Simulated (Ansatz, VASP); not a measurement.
## One calculation of Ru, two programs

```
CELL_PARAMETERS angstrom
2.70580 0.00000 0.00000
-1.35290 2.34329 0.00000
0.00000 0.00000 4.28190
ATOMIC_POSITIONS crystal
Ru 0.33333 0.66667 0.25000
Ru 0.66667 0.33333 0.75000
```

Alike in both runs: task relaxation of cell and atoms; functional PBEsol; k mesh 18 × 18 × 10; occupations gaussian, width 0.1 eV; no spin polarisation.

|  | VASP | Ansatz |
| --- | --- | --- |
| version | VASP 6.6.1 | Ansatz 0.2.0 |
| potentials or method | VASP PAW PBE potentials, release 64 (Ru_pv), cutoff 600 eV | scalar-relativistic, plane waves, PAW |
| valence electrons in the cell | 28 | 32 |

Ansatz gave:

| Item | Value |
| --- | --- |
| gap on the k mesh at the Fermi level, each at its own relaxed structure (eV) | none |
| relaxed volume (Å³/atom) | 13.32 |
| relaxed length of the cell vector where the two differ most in proportion (Å) | 2.690 |

What did VASP give for the same quantities?

gap on the k mesh at the Fermi level, each at its own relaxed structure (eV): none; relaxed volume (Å³/atom): 13.32; relaxed length of the cell vector where the two differ most in proportion (Å): 2.689.

VASP's potentials were made for PBE, not for PBEsol. A gap of «none» marks a metal or a gap that the smearing closes. VASP's potentials hold 28 valence electrons a cell and Ansatz's 32, so a difference there can come from the potentials and not from the codes.
